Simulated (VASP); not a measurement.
Wanted: the native input for a VASP 6.6.1 run.

```
Task                   : single point
Functional             : PBE
Potentials or basis    : VASP PAW PBE potentials, release 64 (Be, S)
Cutoff                 : 520 eV
k mesh                 : 6 × 6 × 6
Occupations            : gaussian, width 0.01 eV
Spin                   : no spin polarisation
Dipole correction      : no
Further INCAR settings : ALGO = Normal; EDIFF = 1e-06; NBANDS = 11
```

The structure of BeS lies in POSCAR:

```
BeS
1.0
    0.0000000000      2.4586492927      2.4586492927
    2.4586492927      0.0000000000      2.4586492927
    2.4586492927      2.4586492927      0.0000000000
Be S
1 1
Direct
    0.0000000000      0.0000000000      0.0000000000
    0.2500000000      0.2500000000      0.2500000000
```

This cell differs from its parent crystal: strain +1.0%.

The input as run:

INCAR

```
PREC     = Accurate       # precision mode
ENCUT    = 520            # plane-wave cutoff, eV
EDIFF    = 1E-6           # SCF threshold, eV
ISMEAR   = 0              # smearing method
SIGMA    = 0.01           # smearing width, eV
LREAL    = F              # projectors in reciprocal space
LASPH    = T              # aspherical terms in the spheres
NELM     = 100            # most SCF steps
ALGO     = Normal         # electronic algorithm
ISIF     = 2              # what is computed and relaxed
LWAVE    = F              # write WAVECAR
LCHARG   = F              # write CHGCAR
GGA      = PE             # functional
NBANDS   = 11             # bands
```

KPOINTS

```
Automatic mesh
0
Gamma
  6 6 6
```

Potentials or basis: VASP PAW PBE potentials, release 64 (Be, S).

Command:

```bash
$ cat potpaw_PBE.64/Be/POTCAR potpaw_PBE.64/S/POTCAR > POTCAR
$ mpirun -np 1 vasp_std > vasp.out
```

It gave:

The pressure is -2.2 GPa. The band gap on the k mesh is 3.20 eV, indirect (least direct gap 5.54 eV).

Caveat: the cell differs from its parent crystal (strain +1.0%).

Run time: 8.3 s on 1 thread of AMD EPYC 7R43 64-Core Processor (Zen 3), with other jobs on the host, peak memory 0.11 GiB.
